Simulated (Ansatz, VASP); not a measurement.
## One calculation of Al2Au, two programs

POSCAR

```
Al2Au
1.0
    0.0000000000      3.0023346600      3.0023346600
    3.0023346600      0.0000000000      3.0023346600
    3.0023346600      3.0023346600      0.0000000000
Al Au
2 1
Direct
    0.2500000000      0.2500000000      0.2500000000
    0.7500000000      0.7500000000      0.7500000000
    0.0000000000      0.0000000000      0.0000000000
```

INCAR.step1

```
SYSTEM = Al2Au
PREC     = Accurate       ! precision mode
ENCUT    = 600            ! plane-wave cutoff, eV
ISMEAR   = 0              ! smearing method
SIGMA    = 0.1            ! smearing width, eV
LREAL    = .FALSE.        ! projectors in reciprocal space
LASPH    = .TRUE.         ! aspherical terms in the spheres
NELM     = 60             ! most SCF steps
GGA      = PE             ! functional
ALGO     = Normal         ! electronic algorithm
EDIFF    = 1E-4           ! SCF threshold, eV
LWAVE    = .TRUE.         ! write WAVECAR
LCHARG   = .FALSE.        ! write CHGCAR
```

File INCAR.step2:

```
SYSTEM = Al2Au
PREC     = Accurate       ! precision mode
ENCUT    = 600            ! plane-wave cutoff, eV
EDIFF    = 1E-6           ! SCF threshold, eV
ISMEAR   = 0              ! smearing method
SIGMA    = 0.1            ! smearing width, eV
LREAL    = .FALSE.        ! projectors in reciprocal space
LASPH    = .TRUE.         ! aspherical terms in the spheres
NELM     = 60             ! most SCF steps
ALGO     = Normal         ! electronic algorithm
ISIF     = 3              ! what is computed and relaxed
LWAVE    = .FALSE.        ! write WAVECAR
LCHARG   = .FALSE.        ! write CHGCAR
METAGGA  = R2SCAN         ! meta-GGA
LMIXTAU  = .TRUE.       
IBRION   = 2              ! ionic algorithm
NSW      = 100            ! ionic steps
EDIFFG   = -0.002         ! ionic threshold
ISTART   = 1
```

The input KPOINTS:

```
regular mesh
0
G
  12 12 12
  0 0 0
```

Input for Ansatz:

```yaml
crystal:
  lattice:
    - [0.0, 3.00233466, 3.00233466]
    - [3.00233466, 0.0, 3.00233466]
    - [3.00233466, 3.00233466, 0.0]
  atoms:
    - { symbol: Al, position: [0.25, 0.25, 0.25] }
    - { symbol: Al, position: [0.75, 0.75, 0.75] }
    - { symbol: Au, position: [0.0, 0.0, 0.0] }
basis:
  ecutwfc: 500
kpoints:
  mp_grid: { grid: [12, 12, 12] }
hamiltonian:
  xc: r2scan
  pseudopotentials: { kind: paw, azcp: { folder: soft_1 } }
scf:
  occupations: { method: gaussian, width: 0.1 }
output:
  forces: true
  stress: true
  eigenvalues: true
  write_density: true
  write_potential: true
  elf: true
  volumetric_format: npy
relax:
  adjacent_minimum: "off"
  f_tol: 0.002
  max_steps: 80
  cell: { stress_tol: 0.02 }
```

Alike in both runs: task relaxation of cell and atoms; functional r2SCAN; k mesh 12 × 12 × 12; occupations gaussian, width 0.1 eV; no spin polarisation.

|  | VASP | Ansatz |
| --- | --- | --- |
| version | VASP 6.6.1 | Ansatz 0.2.0 |
| potentials or method | VASP PAW PBE potentials, release 64 (Al, Au), cutoff 600 eV | scalar-relativistic, plane waves, PAW |
| valence electrons in the cell | 17 | 25 |

Ansatz gave:

- gap on the k mesh at the Fermi level, each at its own relaxed structure (eV): none
- relaxed volume (Å³/atom): 18.09
- relaxed length of the cell vector where the two differ most in proportion (Å): 4.250

What did VASP give for the same quantities?

gap on the k mesh at the Fermi level, each at its own relaxed structure (eV): none; relaxed volume (Å³/atom): 18.05; relaxed length of the cell vector where the two differ most in proportion (Å): 4.247.

VASP's potentials were made for PBE, not for r2SCAN. A gap of «none» marks a metal or a gap that the smearing closes. VASP's potentials hold 17 valence electrons a cell and Ansatz's 25, so a difference there can come from the potentials and not from the codes.

Spin-orbit coupling is off throughout.
